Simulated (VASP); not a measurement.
Input of a VASP 6.6.1 run:

Contents of INCAR:

```
  ALGO = Normal
  EDIFF = 1E-6
  ENCUT = 520
  GGA = PS
  ISIF = 2
  ISMEAR = 0
  LASPH = T
  LCHARG = F
  LREAL = F
  LWAVE = F
  NBANDS = 16
  NELM = 100
  PREC = Accurate
  SIGMA = 0.02
```

File KPOINTS:

```
k-points
0
Gamma
  18 18 10
```

POSCAR

```
AlN
1.0
    3.1137894334      0.0000000000      0.0000000000
   -1.5568947167      2.6966207513      0.0000000000
    0.0000000000      0.0000000000      4.9834287203
Al N
2 2
Direct
    0.3333333333      0.6666666667     -0.0009946946
    0.6666666667      0.3333333333      0.4990053054
    0.3333333333      0.6666666667      0.3809946946
    0.6666666667      0.3333333333      0.8809946946
```

Potentials or basis: VASP PAW PBE potentials, release 64 (Al, N).

Run with:

```console
$ cat potpaw_PBE.64/Al/POTCAR potpaw_PBE.64/N/POTCAR > POTCAR
$ mpirun -np 1 vasp_std > vasp.out
```

Task: What does it give for the band gap on the k mesh?

Result: 4.11 eV, direct.

Task: What does it give for the pressure?

Result: 0.0 GPa.

Caveat: the PAW data sets were made with another functional, which shifts forces and pressure a little.

**The experiment to reproduce.**

From “Self-assembly of well-separated AlN nanowires directly on sputtered metallic TiN films”, 2019, arxiv:1910.07391, for a bulk crystal of AlN at 10 K: band gap 6.034 eV (an exciton energy, a little under the gap).

Against the measured gap of AlN, 6.034 eV (an exciton energy, a little under the gap; 10 K; quoted in “Self-assembly of well-separated AlN nanowires directly on sputtered metallic TiN films”, 2019, arxiv:1910.07391), the calculated 4.11 eV is off by -1.92 eV. 2 values of this kind are on record (6.034 to 6.0343 eV); this one was drawn at random. The value is that of PBEsol on a finite k mesh, which can miss the band edges, without temperature or zero-point motion. Semilocal functionals fall short of measured gaps as a rule.
